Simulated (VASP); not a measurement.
# Mg2Sn (Fm-3m) in VASP: a series of runs

The runs below take Mg2Sn through single point, with LDA.

All numbers are computed with VASP 6.6.1; they aren't measurements. Logs are shortened: lines on timing, memory, paths and dates and some standing lists are left out, and cuts for length are marked.

**1. The cell of the first run**

The structure is cubic, space group Fm-3m (No. 225). The conventional cell has a = 6.579 Å, b = 6.579 Å, c = 6.579 Å, α = 90.00°, β = 90.00°, γ = 90.00°. Within 3.8 Å of Mg (site symmetry -43m) lie 4 Sn at 2.85 Å and 6 Mg at 3.29 Å. Within 3.8 Å of Sn (site symmetry m-3m) lie 8 Mg at 2.85 Å.

**2. Single point, LDA**

INCAR

```
SYSTEM = Mg2Sn
PREC = Accurate ; ENCUT = 600
EDIFF = 1E-6 ; ISMEAR = -1
SIGMA = 0.1 ; LREAL = .FALSE.
LASPH = .TRUE. ; NELM = 120
ALGO = Normal ; ISIF = 2
LWAVE = .FALSE. ; LCHARG = .FALSE.
GGA = CA ; NBANDS = 16
GGA_COMPAT = .FALSE.
```

KPOINTS

```
Automatic mesh
0
G
  12 12 12
  0 0 0
```

POSCAR

```
Mg2Sn
1.0
    0.0000000000      3.2892713507      3.2892713507
    3.2892713507      0.0000000000      3.2892713507
    3.2892713507      3.2892713507      0.0000000000
Mg Sn
2 1
Direct
    0.2500000000      0.2500000000      0.2500000000
    0.7500000000      0.7500000000      0.7500000000
    0.0000000000      0.0000000000      0.0000000000
```

Potentials or basis: VASP PAW LDA potentials, release 64 (Mg, Sn_d).

Launch:

```
$ cat potpaw_LDA.64/Mg/POTCAR potpaw_LDA.64/Sn_d/POTCAR > POTCAR
$ mpirun -np 1 vasp_std > vasp.out
```

OUTCAR:

```text
SYSTEM = Mg2Sn
   PREC = Accurate
   ENCUT = 600
   EDIFF = 1E-6
   ISMEAR = -1
   LREAL = .FALSE.
   LASPH = .TRUE.
   NELM = 120
   ISIF = 2
   GGA = CA

 ion  position               nearest neighbor table
   1  0.250  0.250  0.250-   3 2.85   3 2.85   3 2.85   3 2.85   2 3.29   2 3.29   2 3.29   2 3.29
                             2 3.29   2 3.29
   2  0.750  0.750  0.750-   3 2.85   3 2.85   3 2.85   3 2.85   1 3.29   1 3.29   1 3.29   1 3.29
                             1 3.29   1 3.29
   3  0.000  0.000  0.000-   2 2.85   2 2.85   2 2.85   1 2.85   2 2.85   1 2.85   1 2.85   1 2.85

  LATTYP: Found a face centered cubic cell.
 ALAT       =     6.5785427014

  Lattice vectors:

 A1 = (   0.0000000000,   3.2892713507,   3.2892713507)
 A2 = (   3.2892713507,   0.0000000000,   3.2892713507)
 A3 = (   3.2892713507,   3.2892713507,   0.0000000000)

Analysis of symmetry for initial positions (statically):
=====================================================================
 Subroutine PRICEL returns:
 Original cell was already a primitive cell.

 Routine SETGRP: Setting up the symmetry group for a
 face centered cubic supercell.

 Subroutine GETGRP returns: Found 48 space group operations
 (whereof 48 operations were pure point group operations)
 out of a pool of 48 trial point group operations.

The static configuration has the point symmetry O_h .

Analysis of symmetry for dynamics (positions and initial velocities):
=====================================================================
 Subroutine PRICEL returns:
 Original cell was already a primitive cell.

 Routine SETGRP: Setting up the symmetry group for a
 face centered cubic supercell.

 Subroutine GETGRP returns: Found 48 space group operations
 (whereof 48 operations were pure point group operations)
 out of a pool of 48 trial point group operations.

The dynamic configuration has the point symmetry O_h .

 Subroutine INISYM returns: Found 48 space group operations
 (whereof 48 operations are pure point group operations),
 and found     1 'primitive' translations

----------------------------------------------------------------------------------------

                                     Primitive cell

  volume of cell :      71.1753

  direct lattice vectors                    reciprocal lattice vectors
     0.000000000  3.289271351  3.289271351    -0.152009350  0.152009350  0.152009350
     3.289271351  0.000000000  3.289271351     0.152009350 -0.152009350  0.152009350
     3.289271351  3.289271351  0.000000000     0.152009350  0.152009350 -0.152009350

  length of vectors
     4.651732154  4.651732154  4.651732154     0.263287917  0.263287917  0.263287917

  position of ions in fractional coordinates (direct lattice)
     0.250000000  0.250000000  0.250000000
     0.750000000  0.750000000  0.750000000
     0.000000000  0.000000000  0.000000000

  ion indices of the primitive-cell ions
   primitive index   ion index
                 1           1
                 2           2
                 3           3

----------------------------------------------------------------------------------------

 KPOINTS: Automatic mesh

Automatic generation of k-mesh.
 Grid dimensions read from file:
 generate k-points for:   12   12   12

 Generating k-lattice:

  Cartesian coordinates                     Fractional coordinates (reciprocal lattice)
    -0.012667446  0.012667446  0.012667446     0.083333333  0.000000000  0.000000000
     0.012667446 -0.012667446  0.012667446     0.000000000  0.083333333  0.000000000
     0.012667446  0.012667446 -0.012667446     0.000000000  0.000000000  0.083333333

  Length of vectors
     0.021940660  0.021940660  0.021940660

  Shift w.r.t. Gamma in fractional coordinates (k-lattice)
     0.000000000  0.000000000  0.000000000

 Subroutine IBZKPT returns following result:
 ===========================================

 Found     72 irreducible k-points:

 Following reciprocal coordinates:
            Coordinates               Weight
  0.000000  0.000000  0.000000      1.000000
  0.083333  0.000000  0.000000      8.000000
  0.166667  0.000000  0.000000      8.000000
  0.250000  0.000000  0.000000      8.000000
  0.333333  0.000000  0.000000      8.000000
  0.416667  0.000000  0.000000      8.000000
[... 16 lines left out ...]
  0.500000  0.166667  0.000000     24.000000
 -0.416667  0.166667  0.000000     24.000000
 [... further k-points ...]
   k-points           NKPTS =     72   k-points in BZ     NKDIM =     72   number of bands    NBANDS=     16
   number of dos      NEDOS =    301   number of ions     NIONS =      3
   total plane-waves  NPLWV =  64000
   dimension x,y,z NGX =    40 NGY =   40 NGZ =   40
   dimension x,y,z NGXF=    80 NGYF=   80 NGZF=   80
   ions per type =               2   1
   NGX,Y,Z   is equivalent  to a cutoff of  14.30, 14.30, 14.30 a.u.
   NGXF,Y,Z  is equivalent  to a cutoff of  28.59, 28.59, 28.59 a.u.
 SYSTEM =  Mg2Sn
   PREC   = accura    normal or accurate (medium, high low for compatibility)
   ISTART =      0    job   : 0-new  1-cont  2-samecut
   ICHARG =      2    charge: 1-file 2-atom 10-const
   ISPIN  =      1    spin polarized calculation?
   LNONCOLLINEAR =      F non collinear calculations
   LSORBIT =      F    spin-orbit coupling
   LASPH  =      T    aspherical Exc in radial PAW
   ENCUT  =  600.0 eV  44.10 Ry    6.64 a.u.   9.29  9.29  9.29*2*pi/ulx,y,z
   NELM   =    120;   NELMIN=  2; NELMDL= -5     # of ELM steps
   EDIFF  = 0.1E-05   stopping-criterion for ELM
   LREAL  =      F    real-space projection
   EDIFFG = 0.1E-04   stopping-criterion for IOM
   NSW    =      0    number of steps for IOM
   IBRION =     -1    ionic relax: 0-MD 1-quasi-New 2-CG
   NFREE  =      0    steps in history (QN), initial steepest desc. (CG)
   ISIF   =      2    stress and relaxation
   ISYM   =      2    0-nonsym 1-usesym 2-fastsym
   POTIM  = 0.5000    time-step for ionic-motion
   TEBEG  =    0.0;   TEEND  =   0.0 temperature during run
   PSTRESS=    0.0 pullay stress
   NELECT =      18.0000    total number of electrons
   NUPDOWN=      -1.0000    fix difference up-down
   EMIN   =  10.00;   EMAX   =-10.00  energy-range for DOS
   EFERMI =   0.00;   METHOD = LEGACY
   ISMEAR =    -1;   SIGMA  =   0.10  broadening in eV -4-tet -1-fermi 0-gaus
   EFERMI_NEDOS =   21; number of points for ismear=-14 and -15
   IALGO  =     38    algorithm
   IMIX   =      4    mixing-type and parameters
     AMIX     =   0.40;   BMIX     =  1.00
     AMIX_MAG =   1.60;   BMIX_MAG =  1.00
  volume/ion in A,a.u.               =      23.73       160.10
  Fermi-wavevector in a.u.,A,eV,Ry     =   1.035276  1.956387 14.582663  1.071796
  Thomas-Fermi vector in A             =   2.169611
   LORBIT       =      0    0 simple, 1 ext, 2 COOP (PROOUT), +10 PAW based schemes
   GGA     = CA    functional components
   LHFCALC =     F    Hartree Fock is set to
   AEXX    =    0.0000 exact exchange contribution
   IVDW    =     0    specifies the selected vdW correction
   LEPSILON=     F    determine dielectric tensor
   LRPA    =     F    only Hartree local field effects (RPA)
 non-spin polarized calculation
  energy-cutoff  :      600.00
  volume of cell :       71.18
 maximum number of plane-waves:      2421
 NGX is ok and might be reduce to    40
   NGX = 19   NGY = 19   NGZ = 19

 number of electron      17.9999999 magnetization

 Free energy of the ion-electron system (eV)
  ---------------------------------------------------
  ext. energy  EPLUGINS =         0.00000000
  ---------------------------------------------------
  free energy    TOTEN  =        -8.93070779 eV

  energy without entropy =       -8.92119457  energy(sigma->0) =       -8.92595118

 E-fermi :   4.6666     XC(G=0):  -9.2856

 val. band max:        4.6239550380   @ k =   0.5000   0.5000   0.0000
 cond. band min:       4.6717255086   @ k =   0.0000   0.0000   0.0000
 fundamental gap:      0.0477704706
 Fermi energy:         4.6665589404

 k-point     1 :       0.0000    0.0000    0.0000
  band No.  band energies     occupation
      1     -16.2710      2.00000
      2     -16.2710      2.00000
      3     -16.2710      2.00000
      4     -16.2217      2.00000
      5     -16.2217      2.00000
      6      -4.8470      2.00000
[... 8 lines left out ...]
     15      10.3346      0.00000
     16      10.3346      0.00000

 k-point     2 :       0.0833    0.0000    0.0000
  band No.  band energies     occupation
      1     -16.2710      2.00000
      2     -16.2707      2.00000
      3     -16.2707      2.00000
      4     -16.2216      2.00000
      5     -16.2216      2.00000
      6      -4.7859      2.00000
[... 8 lines left out ...]
     15       9.6934      0.00000
     16       9.6934      0.00000

 k-point     3 :       0.1667    0.0000    0.0000
  band No.  band energies     occupation
      1     -16.2708      2.00000
      2     -16.2698      2.00000
      3     -16.2698      2.00000
      4     -16.2215      2.00000
      5     -16.2215      2.00000
      6      -4.6060      2.00000
[... 8 lines left out ...]
     15       9.2212      0.00000
     16       9.8602      0.00000

 k-point     4 :       0.2500    0.0000    0.0000
  band No.  band energies     occupation
      1     -16.2706      2.00000
      2     -16.2687      2.00000
      3     -16.2687      2.00000
      4     -16.2213      2.00000
      5     -16.2213      2.00000
      6      -4.3207      2.00000
[... 8 lines left out ...]
     15       9.3869      0.00000
     16       9.6515      0.00000
[... 324 lines left out ...]
 k-point    22 :       0.4167    0.1667    0.0000
  band No.  band energies     occupation
      1     -16.2713      2.00000
      2     -16.2664      2.00000
      3     -16.2655      2.00000
      4     -16.2224      2.00000
      5     -16.2197      2.00000
      6      -3.6539      2.00000
[... 8 lines left out ...]
     15      11.8197      0.00000
     16      12.3604      0.00000

 k-point    23 :       0.5000    0.1667    0.0000
  band No.  band energies     occupation
      1     -16.2703      2.00000
      2     -16.2665      2.00000
      3     -16.2651      2.00000
      4     -16.2219      2.00000
      5     -16.2199      2.00000
      6      -3.3657      2.00000
[... 8 lines left out ...]
     15      11.8774      0.00000
     16      12.4604      0.00000

 k-point    24 :      -0.4167    0.1667    0.0000
  band No.  band energies     occupation
      1     -16.2694      2.00000
      2     -16.2669      2.00000
      3     -16.2654      2.00000
      4     -16.2213      2.00000
      5     -16.2204      2.00000
      6      -3.3180      2.00000
[... 8 lines left out ...]
     15      10.7556      0.00000
     16      11.3678      0.00000

 [... further k-points ...]

------------------------ aborting loop because EDIFF is reached ----------------------------------------

  FORCE on cell =-STRESS in cart. coord.  units (eV):
  Direction    XX          YY          ZZ          XY          YZ          ZX
  --------------------------------------------------------------------------------------
  -------------------------------------------------------------------------------------
  Total        0.7429634      0.7429634      0.7429634      0.0000000     -0.0000000      0.0000000
  in kB       16.7243359     16.7243359     16.7243359      0.0000000     -0.0000000      0.0000000
  external PRESSURE =      16.7243359 kB  Pullay stress =       0.0000000 kB

 VOLUME and BASIS-vectors are now :
 -----------------------------------------------------------------------------
  energy-cutoff  :      600.00
  volume of cell :       71.18
      direct lattice vectors                 reciprocal lattice vectors
     0.000000000  3.289271351  3.289271351    -0.152009350  0.152009350  0.152009350
     3.289271351  0.000000000  3.289271351     0.152009350 -0.152009350  0.152009350
     3.289271351  3.289271351  0.000000000     0.152009350  0.152009350 -0.152009350

 POSITION                                       TOTAL-FORCE (eV/Angst)
 -----------------------------------------------------------------------------------
      1.64464      1.64464      1.64464        -0.000000      0.000000     -0.000000
      4.93391      4.93391      4.93391         0.000000     -0.000000      0.000000
      0.00000      0.00000      0.00000        -0.000000      0.000000      0.000000
 -----------------------------------------------------------------------------------
    total drift:                               -0.000000      0.000000     -0.000000

  FREE ENERGIE OF THE ION-ELECTRON SYSTEM (eV)
  ---------------------------------------------------
  free  energy   TOTEN  =        -8.9307077901 eV

  energy  without entropy=       -8.9211945745  energy(sigma->0) =       -8.92595118
```

Run time: 85 s. Hardware: 1 thread of Oxide Virtual Turin-like, shared host; peak memory 0.24 GiB.

What came out:

```yaml
Free_energy: -8.9307 eV
Pressure: 1.7 GPa
Band_gap_on_the_k_mesh: zero (bands 9 and 10 overlap by 0.05 eV)
```

Levels at points of the mesh, in eV from the Fermi level:
| k point | band 7 | band 8 | band 9 | band 10 | band 11 | band 12 |
| --- | --- | --- | --- | --- | --- | --- |
| (0.00, 0.00, 0.00) | 0.01 | 0.01 | 0.01 | 1.79 | 2.30 | 2.30 |
| (0.50, 0.00, 0.00) | -5.08 | -0.87 | -0.87 | 0.92 | 2.31 | 2.31 |
| (0.50, 0.50, 0.00) | -4.83 | -2.23 | -2.23 | -0.04 | 0.09 | 7.57 |

Caveat: spin-orbit coupling is left out, which moves the levels of the heavy elements.

**3. Single point, LDA**

This run uses another cell than the first one, of 24.17 Å³/atom.

INCAR

```
SYSTEM = Mg2Sn
  ALGO = Normal
  EDIFF = 1E-6
  ENCUT = 600
  GGA_COMPAT = .False.
  ISIF = 2
  ISMEAR = -1
  LASPH = .True.
  LCHARG = .False.
  LREAL = .False.
  LWAVE = .False.
  NBANDS = 16
  NELM = 120
  PREC = Accurate
  SIGMA = 0.1
```

KPOINTS

```
k-points
0
Gamma
  12 12 12
  0 0 0
```

POSCAR

```
Mg2Sn
1.0
    0.0000000000      3.3095158097      3.3095158097
    3.3095158097      0.0000000000      3.3095158097
    3.3095158097      3.3095158097      0.0000000000
Mg Sn
2 1
Direct
    0.2500000000      0.2500000000      0.2500000000
    0.7500000000      0.7500000000      0.7500000000
    0.0000000000      0.0000000000      0.0000000000
```

Potentials or basis: VASP PAW LDA potentials, release 64 (Mg, Sn_d).

Launch:

```
$ cat potpaw_LDA.64/Mg/POTCAR potpaw_LDA.64/Sn_d/POTCAR > POTCAR
$ mpirun -np 1 vasp_std > vasp.out
```

Wall time 2.1 min (1 thread of Oxide Virtual Turin-like, shared host); peak memory 0.23 GiB.

It converged, with:

* Free energy: -8.9406 eV
* Pressure: 0.7 GPa
* Band gap on the k mesh: zero (bands 9 and 10 overlap by 0.08 eV)

Levels at points of the mesh, in eV from the Fermi level:
| k point | band 6 | band 7 | band 8 | band 9 | band 10 | band 11 | band 12 | band 13 |
| --- | --- | --- | --- | --- | --- | --- | --- | --- |
| (0.00, 0.00, 0.00) | -9.42 | 0.01 | 0.01 | 0.01 | 1.68 | 2.28 | 2.28 | 2.28 |
| (0.50, 0.00, 0.00) | -8.06 | -5.01 | -0.85 | -0.85 | 0.85 | 2.30 | 2.30 | 4.03 |
| (0.50, 0.50, 0.00) | -7.52 | -4.77 | -2.19 | -2.19 | -0.07 | 0.12 | 7.49 | 7.49 |

Caveat: spin-orbit coupling is left out, which moves the levels of the heavy elements.

The gap in the log of VASP goes by the Fermi energy; the results here count the filled bands.